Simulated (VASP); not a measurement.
Input of a VASP 6.6.1 run:

Contents of INCAR:

```
SYSTEM = P
PREC     = Accurate       ! precision mode
ENCUT    = 520            ! plane-wave cutoff, eV
EDIFF    = 1E-6           ! SCF threshold, eV
ISMEAR   = 0              ! smearing method
SIGMA    = 0.1            ! smearing width, eV
LREAL    = .False.        ! projectors in reciprocal space
LASPH    = .True.         ! aspherical terms in the spheres
NELM     = 100            ! most SCF steps
ALGO     = Normal         ! electronic algorithm
ISIF     = 2              ! what is computed and relaxed
LWAVE    = .False.        ! write WAVECAR
LCHARG   = .False.        ! write CHGCAR
GGA      = PE             ! functional
NBANDS   = 30             ! bands
```

Contents of KPOINTS:

```
regular mesh
0
Gamma
  8 8 8
  0 0 0
```

Contents of POSCAR:

```
P
1.0
    0.0000000000      4.3139771923      4.3139771923
    4.3139771923      0.0000000000      4.3139771923
    4.3139771923      4.3139771923      0.0000000000
P
8
Direct
    0.8657343664      0.8657343664      0.8657343664
    0.8657343664      0.8657343664      0.4027969009
    0.8657343664      0.4027969009      0.8657343664
    0.4027969009      0.8657343664      0.8657343664
    0.1342656336      0.1342656336      0.5972030991
    0.1342656336      0.1342656336      0.1342656336
    0.1342656336      0.5972030991      0.1342656336
    0.5972030991      0.1342656336      0.1342656336
```

Potentials or basis: VASP PAW PBE potentials, release 64 (P).

Command:

```console
$ cat potpaw_PBE.64/P/POTCAR > POTCAR
$ mpirun -np 1 vasp_std > vasp.out
```

Predict the largest force.

0.063 eV/Å.

What does it give for the pressure?

-0.2 GPa.

Forces in eV/Å, atoms in the order of the input:
```
P    0.037  0.037  0.037
P   -0.037 -0.037  0.037
P   -0.037  0.037 -0.037
P    0.037 -0.037 -0.037
P    0.037  0.037 -0.037
P   -0.037 -0.037 -0.037
P    0.037 -0.037  0.037
P   -0.037  0.037  0.037
```

Caveat: this functional lacks dispersion, which holds the molecules together, so the pressure and a relaxed volume are unreliable.
